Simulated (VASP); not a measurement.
# PN: single point with PBE+D3(BJ)

Crystal: PN.

```xyz
2
Lattice="2.9973 0.0000 0.0000 0.0000 2.9973 0.0000 0.0000 0.0000 3.9275" Properties=species:S:1:pos:R:3 pbc="T T T"
P     0.0000    0.0000    1.9638
N     1.4987    1.4987    1.9638
```

| Property | Result |
| --- | --- |
| Program | VASP 6.6.1 |
| Task | single point |
| Functional | PBE |
| Dispersion | D3(BJ) |
| Potentials or basis | VASP PAW PBE potentials, release 64 (P, N) |
| Cutoff | 520 eV |
| k mesh | 6 × 6 × 4 |
| Occupations | gaussian, width 0.1 eV |
| Spin | collinear spin, ferromagnetic start |
| Starting moments | [0.0, 1.0] μB |

```yaml
Pressure: -19.0 GPa
Band_gap_on_the_k_mesh: zero (filled and empty bands overlap)
Net_moment: -0.03 μB per cell
Valence_electrons_inside_the_program's_atomic_spheres: P 2.19; N 3.51
Dispersion_energy_per_atom: -0.175 eV
```

Stress tensor (GPa, compression positive):
```
-26.39   0.00   0.00
  0.00 -26.39   0.00
  0.00   0.00  -4.21
```

Levels at points of the mesh, in eV from the Fermi level:
Spin up:
| k point | band 3 | band 4 | band 5 | band 6 | band 7 | band 8 |
| --- | --- | --- | --- | --- | --- | --- |
| (0.00, 0.00, 0.00) | -3.78 | -3.51 | -3.51 | 3.39 | 4.32 | 6.34 |
| (0.50, 0.00, 0.00) | -1.84 | -1.47 | 0.08 | 1.53 | 1.91 | 2.64 |
| (0.50, 0.50, 0.00) | -7.21 | -7.21 | -0.64 | 1.39 | 8.07 | 8.07 |
| (0.00, 0.00, 0.50) | -4.70 | -3.47 | -3.47 | 2.53 | 6.59 | 7.80 |
| (0.50, 0.00, 0.50) | -2.19 | -1.82 | -1.61 | 1.93 | 2.19 | 2.75 |
| (0.50, 0.50, 0.50) | -7.11 | -7.11 | -1.06 | 0.02 | 6.33 | 6.33 |
Spin down:
| k point | band 1 | band 2 | band 3 | band 4 | band 5 | band 6 | band 7 | band 8 | band 9 | band 10 |
| --- | --- | --- | --- | --- | --- | --- | --- | --- | --- | --- |
| (0.00, 0.00, 0.00) | -16.59 | -5.04 | -3.80 | -3.54 | -3.54 | 3.37 | 4.31 | 6.33 | 7.66 | 7.66 |
| (0.50, 0.00, 0.00) | -14.42 | -11.38 | -1.88 | -1.49 | 0.06 | 1.50 | 1.90 | 2.63 | 8.18 | 8.79 |
| (0.50, 0.50, 0.00) | -13.13 | -8.08 | -7.23 | -7.23 | -0.65 | 1.36 | 8.04 | 8.04 | 8.97 | 8.97 |
| (0.00, 0.00, 0.50) | -16.48 | -5.20 | -4.73 | -3.49 | -3.49 | 2.51 | 6.59 | 7.77 | 7.77 | 10.28 |
| (0.50, 0.00, 0.50) | -14.36 | -11.19 | -2.20 | -1.85 | -1.63 | 1.90 | 2.18 | 2.74 | 8.66 | 13.51 |
| (0.50, 0.50, 0.50) | -13.09 | -7.84 | -7.13 | -7.13 | -1.08 | 0.00 | 6.33 | 6.33 | 8.53 | 8.53 |

Wall time 14 s on 1 thread of Intel(R) Xeon(R) 6975P-C (Granite Rapids), with other jobs on the host, peak memory 0.17 GiB.

Caveat: the k points lie up to 0.40 Å⁻¹ apart.
